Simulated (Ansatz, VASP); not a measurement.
## Two plane-wave programs on Fe

Contents of INCAR:

```
PREC = Accurate
ENCUT = 600
EDIFF = 1E-6
ISMEAR = -1
SIGMA = 0.1
LREAL = False
LASPH = True
NELM = 120
ALGO = Normal
ISIF = 2
LWAVE = False
LCHARG = True
LELF = True
LVHAR = True
NBANDS = 10
GGA_COMPAT = False
```

The input KPOINTS:

```
Automatic mesh
0
Gamma
  16 16 16
```

POSCAR

```
Fe
1.0
   -1.3498227879      1.3498227879      1.3498227879
    1.3498227879     -1.3498227879      1.3498227879
    1.3498227879      1.3498227879     -1.3498227879
Fe
1
Direct
    0.0000000000      0.0000000000      0.0000000000
```

Input for Ansatz:

```yaml
crystal:
  lattice:
    - [-1.3498227879, 1.3498227879, 1.3498227879]
    - [1.3498227879, -1.3498227879, 1.3498227879]
    - [1.3498227879, 1.3498227879, -1.3498227879]
  atoms:
    - { symbol: Fe, position: [0.0, 0.0, 0.0] }
hamiltonian:
  xc: lda
  pseudopotentials:
    kind: paw
    azcp:
      Fe: "pseudopotentials/Fe.paw.azcp"
basis:
  ecutwfc: 600
  fft_grid_basis: typed
kpoints:
  mp_grid: { grid: [16, 16, 16], shift: [0, 0, 0] }
magnetization:
  spin_polarized: false
scf:
  occupations: { method: fermi_dirac, width: 0.1 }
  lower_state_search: "off"
output:
  stress: true
```

Alike in both runs: task single point; functional LDA; k mesh 16 × 16 × 16; occupations fermi-dirac, width 0.1 eV; no spin polarisation.

|  | VASP | Ansatz |
| --- | --- | --- |
| version | VASP 6.6.1 | Ansatz 0.2.0 |
| potentials or method | VASP PAW LDA potentials, release 64 (Fe), cutoff 600 eV | plane waves (600 eV) with PAW, scalar-relativistic |
| valence electrons in the cell | 8 | 16 |

VASP gave:

* pressure (GPa): -0.2

Problem. Estimate Ansatz's values.

Solution. Pressure (GPa): 0.0.

Ansatz warns that its potentials were made for another functional, while VASP's fit it. LDA's correlation is that of Perdew and Zunger in VASP and of Perdew and Wang (1992) in Ansatz. VASP's potentials hold 8 valence electrons a cell and Ansatz's 16, so a difference there can come from the potentials and not from the codes.
